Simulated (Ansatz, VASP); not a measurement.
## Two plane-wave programs on Sn3Se2S

```
CELL_PARAMETERS angstrom
2.11628 -5.99169 0.00000
2.11628 5.99169 0.00000
0.00000 0.00000 12.72812
ATOMIC_POSITIONS crystal
Sn 0.36787 0.63213 0.40897
Sn 0.37572 0.62428 0.75000
Sn 0.36787 0.63213 0.09103
Sn 0.63213 0.36787 0.59103
Sn 0.63213 0.36787 0.90897
Sn 0.62428 0.37572 0.25000
Se 0.13956 0.86044 0.41943
Se 0.13956 0.86044 0.08057
Se 0.86044 0.13956 0.58057
Se 0.86044 0.13956 0.91943
S 0.15878 0.84122 0.75000
S 0.84122 0.15878 0.25000
```

Alike in both runs: task single point; functional PBE; k mesh 4 × 4 × 2; occupations gaussian, width 0.1 eV; no spin polarisation.

```csv
,VASP,Ansatz
version,VASP 6.6.1,Ansatz 0.2.0
potentials or method,"VASP PAW PBE potentials, release 64 (Sn_d, Se, S), cutoff 520 eV","scalar-relativistic, plane waves, PAW"
valence electrons in the cell,120,160
```

VASP gave:

| Property | Result |
| --- | --- |
| gap on the k mesh at the Fermi level (eV) | 0.25 |
| least direct gap on the mesh (eV) | 0.25 |
| pressure (GPa) | -0.1 |
| traceless stress, the component that is largest in VASP (GPa) | 0.16 |
| rms of the force components (eV/Å) | 0.017 |

Which values does Ansatz return?

gap on the k mesh at the Fermi level (eV): 0.26; least direct gap on the mesh (eV): 0.26; pressure (GPa): -0.1; traceless stress, the component that is largest in VASP (GPa): 0.15; rms of the force components (eV/Å): 0.016.

Atom by atom the forces differ by 0.005 eV/Å (rms over components). With one functional, cell and mesh, what is left measures potentials, basis and numerics. VASP's potentials hold 120 valence electrons a cell and Ansatz's 160, so a difference there can come from the potentials and not from the codes.
